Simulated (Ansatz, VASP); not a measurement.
# Two plane-wave programs on C

POSCAR

```
C
1.0
    0.0000000000      1.5954751438      1.5954751438
    1.5954751438      0.0000000000      1.5954751438
    1.5954751438      1.5954751438      0.0000000000
C
2
Direct
   -0.1250000000     -0.1250000000     -0.1250000000
    0.1250000000      0.1250000000      0.1250000000
```

File INCAR.step1:

```
SYSTEM = C
PREC = Accurate
ENCUT = 520
ISMEAR = -1
SIGMA = 0.08
LREAL = .FALSE.
LASPH = .TRUE.
NELM = 100
NBANDS = 11
GGA = PE
ALGO = Normal
EDIFF = 1E-4
LWAVE = .TRUE.
LCHARG = .FALSE.
```

INCAR.step2

```
SYSTEM = C
PREC = Accurate
ENCUT = 520
EDIFF = 1E-6
ISMEAR = -1
SIGMA = 0.08
LREAL = .FALSE.
LASPH = .TRUE.
NELM = 100
ALGO = Normal
ISIF = 2
LWAVE = .FALSE.
LCHARG = .FALSE.
METAGGA = R2SCAN
LMIXTAU = .TRUE.
NBANDS = 11
ISTART = 1
```

The input KPOINTS:

```
regular mesh
0
G
  20 20 20
  0 0 0
```

Input for Ansatz:

```yaml
crystal:
  lattice:
    - [0.0, 1.5954751438, 1.5954751438]
    - [1.5954751438, 0.0, 1.5954751438]
    - [1.5954751438, 1.5954751438, 0.0]
  atoms:
    - { symbol: C, position: [-0.125, -0.125, -0.125] }
    - { symbol: C, position: [0.125, 0.125, 0.125] }
kpoints:
  mp_grid: { grid: [20, 20, 20] }
scf:
  occupations: { method: fermi_dirac, width: 0.08 }
hamiltonian:
  xc: r2scan
  pseudopotentials: { kind: paw }
output:
  forces: true
  stress: true
  eigenvalues: true
  populations: true
```

Change from the starting cell: volume scaled by 0.72, PAW files.

Alike in both runs: task single point; functional r2SCAN; k mesh 20 × 20 × 20; occupations fermi-dirac, width 0.08 eV; no spin polarisation.

|  | VASP | Ansatz |
| --- | --- | --- |
| version | VASP 6.6.1 | Ansatz 0.2.0 |
| potentials or method | VASP PAW PBE potentials, release 64 (C) | PAW with Ansatz's default frozen-core files, scalar-relativistic |
| plane-wave cutoff (eV) | 520 | 500 |
| valence electrons in the cell | 8 | 8 |

```tsv
	VASP	Ansatz	Ansatz less VASP
gap on the k mesh at the Fermi level (eV)	5.18	5.22	+0.043
pressure (GPa)	268.7	265.7	-3.01
```

VASP's potentials were made for PBE, not for r2SCAN. Both programs put the cell under a high pressure, so it lies far from rest at this level.

Noted on VASP's run: the cell as given lies far from equilibrium.
